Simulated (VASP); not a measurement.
Runs of VASP 6.6.1 on Na. The structure is that of space group P6/mmm (No. 191), or close to it. The cells are those of the table. 

```csv
task,cell,k mesh,cutoff (eV),gap on the mesh (eV),pressure (GPa)
single point,"a = 5.656, b = 5.656, c = 3.345 Å, angles 90.0, 90.0, 120.0°, 3 atoms",7 × 7 × 10,520,none,0.9
single point,"a = 5.816, b = 5.816, c = 3.439 Å, angles 90.0, 90.0, 120.0°, 3 atoms",6 × 6 × 9,520,none,0.0
single point,"a = 5.573, b = 5.573, c = 3.295 Å, angles 90.0, 90.0, 120.0°, 3 atoms",7 × 7 × 10,520,none,1.5
relaxation of cell and atoms,"relaxed from a = 5.973, b = 5.973, c = 3.661 Å, angles 90.0, 90.0, 120.0°, 3 atoms",6 × 6 × 9,600,none,0.0
single point,"a = 5.737, b = 5.737, c = 3.392 Å, angles 90.0, 90.0, 120.0°, 3 atoms",7 × 7 × 10,520,none,(a)
```

Alike in all rows: level LDA; potentials or basis VASP PAW LDA potentials, release 64 (Na_pv); no spin polarisation; smearing fermi-dirac 0.1 eV.

Estimate the missing entries.

(a) 0.4.

A gap of «none» marks levels without a gap at the run's occupations.
